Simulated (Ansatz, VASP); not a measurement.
Two plane-wave programs on B

Contents of INCAR:

```
PREC = Accurate
ENCUT = 500
EDIFF = 1E-7
ISMEAR = -1
SIGMA = 0.1
LREAL = F
LASPH = T
NELM = 120
ALGO = Normal
ISIF = 3
LWAVE = F
LCHARG = F
GGA = RP
IBRION = 2
NSW = 80
EDIFFG = -0.01
GGA_COMPAT = F
NELMIN = 4
```

The input KPOINTS:

```
Automatic mesh
0
Gamma
  7 7 7
```

File POSCAR:

```
B
1.0
    3.7428346132      0.0000000000      0.0000000000
    0.0000000000      3.7428346132      0.0000000000
    0.0000000000      0.0000000000      3.7428346132
B
8
Direct
    0.0000000000      0.0000000000      0.0000000000
    0.5000000000      0.5000000000      0.5000000000
    0.2500000000      0.0000000000      0.5000000000
    0.7500000000      0.0000000000      0.5000000000
    0.5000000000      0.2500000000      0.0000000000
    0.5000000000      0.7500000000      0.0000000000
    0.0000000000      0.5000000000      0.2500000000
    0.0000000000      0.5000000000      0.7500000000
```

Input for Ansatz:

```yaml
crystal:
  lattice:
    - [3.7428346132, 0.0, 0.0]
    - [0.0, 3.7428346132, 0.0]
    - [0.0, 0.0, 3.7428346132]
  atoms:
    - { symbol: B, position: [0.0, 0.0, 0.0] }
    - { symbol: B, position: [0.5, 0.5, 0.5] }
    - { symbol: B, position: [0.25, 0.0, 0.5] }
    - { symbol: B, position: [0.75, 0.0, 0.5] }
    - { symbol: B, position: [0.5, 0.25, 0.0] }
    - { symbol: B, position: [0.5, 0.75, 0.0] }
    - { symbol: B, position: [0.0, 0.5, 0.25] }
    - { symbol: B, position: [0.0, 0.5, 0.75] }
hamiltonian:
  xc: rpbe
  pseudopotentials:
    kind: paw
    azcp:
      B: "pseudopotentials/B.paw.azcp"
basis:
  ecutwfc: 420
  fft_grid_basis: typed
kpoints:
  mp_grid: { grid: [7, 7, 7], shift: [0, 0, 0] }
magnetization:
  spin_polarized: false
scf:
  occupations: { method: fermi_dirac, width: 0.1 }
relax:
  max_steps: 60
  f_tol: 0.01
  cell: {}
output:
  write_density: true
  write_potential: true
  elf: true
  volumetric_format: npy
```

Alike in both runs: task relaxation of cell and atoms; functional RPBE; k mesh 7 × 7 × 7; occupations fermi-dirac, width 0.1 eV; no spin polarisation.

```csv
,VASP,Ansatz
version,VASP 6.6.1,Ansatz 0.2.0
potentials or method,"VASP PAW PBE potentials, release 64 (B), cutoff 500 eV","plane waves (420 eV) with PAW, scalar-relativistic"
valence electrons in the cell,24,24
```

VASP gave:

- relaxed volume (Å³/atom): 6.24
- relaxed cell length with the largest relative difference (Å): 3.683

Task: Estimate Ansatz's values.

Result: Relaxed volume (Å³/atom): 6.25; relaxed cell length with the largest relative difference (Å): 3.684.

VASP's potentials were made for PBE, not for RPBE.
